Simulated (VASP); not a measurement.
ZnS, 2 atoms in the cell. It takes space group I-4m2 (No. 119, tetragonal). Conventional cell: a = 3.825 Å, b = 3.825 Å, c = 5.883 Å, α = 90.00°, β = 90.00°, γ = 90.00°. Within 3.2 Å of Zn (site symmetry -4m2) lie 4 S at 2.41 Å. Within 3.2 Å of S (site symmetry -4m2) lie 4 Zn at 2.41 Å.  This cell differs from its parent crystal: strain +0.0875 x Voigt [1, 0, 0, 0, 0, 0].

- Program: VASP 6.6.1
- Task: single point
- Functional: r2SCAN
- Potentials or basis: VASP PAW PBE potentials, release 64 (Zn, S)
- Cutoff: 520 eV
- k mesh: 8 × 8 × 8
- Occupations: gaussian, width 0.05 eV
- Spin: no spin polarisation
- Dipole correction: no
- Further INCAR settings: ALGO = Normal; EDIFF = 1e-06; NBANDS = 16

Potentials or basis: VASP PAW PBE potentials, release 64 (Zn, S).

Command:

```console
$ cat potpaw_PBE.64/Zn/POTCAR potpaw_PBE.64/S/POTCAR > POTCAR
$ cp INCAR.step1 INCAR
$ mpirun -np 1 vasp_std > vasp.out
$ cp INCAR.step2 INCAR
$ mpirun -np 1 vasp_std > vasp.out
```

Hardware: 1 thread of Intel Xeon 8259CL, with other jobs on the host.

Question: Estimate the wall time of this run.

Answer: It took 3.6 min on 1 thread of Intel Xeon 8259CL (shared host), peak memory 0.19 GiB. Counts: k points 59.
